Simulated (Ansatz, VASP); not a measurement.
# GaN: VASP beside Ansatz

POSCAR

```
GaN
1.0
    0.0000000000      2.2383759866      2.2383759866
    2.2383759866      0.0000000000      2.2383759866
    2.2383759866      2.2383759866      0.0000000000
Ga N
1 1
Direct
    0.0000000000      0.0000000000      0.0000000000
    0.2500000000      0.2500000000      0.2500000000
```

The input INCAR.step1:

```
PREC = Accurate
ENCUT = 520
EDIFF = 1E-5
ISMEAR = -1
SIGMA = 0.05
LREAL = F
LASPH = T
NELM = 100
ALGO = Normal
ISIF = 2
LWAVE = T
LCHARG = F
GGA = PE
NBANDS = 16
```

INCAR.step2

```
PREC = Accurate
ENCUT = 520
EDIFF = 1E-6
ISMEAR = -1
SIGMA = 0.05
LREAL = F
LASPH = T
NELM = 100
ALGO = Normal
ISIF = 2
LWAVE = F
LCHARG = F
GGA = B3
LHFCALC = T
AEXX = 0.2
AGGAX = 0.72
AGGAC = 0.81
ALDAC = 0.19
PRECFOCK = Normal
ISTART = 1
NBANDS = 16
```

KPOINTS

```
Automatic mesh
0
Gamma
  5 5 5
```

input.yaml

```yaml
crystal:
  lattice:
    - [0.0, 2.2383759866, 2.2383759866]
    - [2.2383759866, 0.0, 2.2383759866]
    - [2.2383759866, 2.2383759866, 0.0]
  atoms:
    - { symbol: Ga, position: [0.0, 0.0, 0.0] }
    - { symbol: "N", position: [0.25, 0.25, 0.25] }
hamiltonian:
  xc: b3lyp
  pseudopotentials: { kind: paw }
kpoints:
  mp_grid: { grid: [5, 5, 5] }
scf:
  occupations: { method: fermi_dirac, width: 0.05 }
output:
  forces: true
  stress: true
  eigenvalues: true
  write_density: true
  write_potential: true
  elf: true
  volumetric_format: npy
```

Alike in both runs: task single point; functional B3LYP; k mesh 5 × 5 × 5; occupations fermi-dirac, width 0.05 eV; no spin polarisation.

```csv
,VASP,Ansatz
version,VASP 6.6.1,Ansatz 0.2.0
potentials or method,"VASP PAW PBE potentials, release 64 (Ga_d, N)",Ansatz PAW
plane-wave cutoff (eV),520,420
valence electrons in the cell,18,18
```

```csv
,VASP,Ansatz,Ansatz less VASP
gap on the k mesh at the Fermi level (eV),3.58,3.56,-0.027
least direct gap on the mesh (eV),3.58,3.56,-0.027
pressure (GPa),9.5,8.2,-1.33
```

VASP's potentials were made for PBE, not for B3LYP.

The k mesh is coarse, so the values compare programs but aren't converged. Noted on Ansatz's run: odd divisions of the mesh miss points on the zone boundary, where band edges often lie, so the gap on the mesh can be too wide.
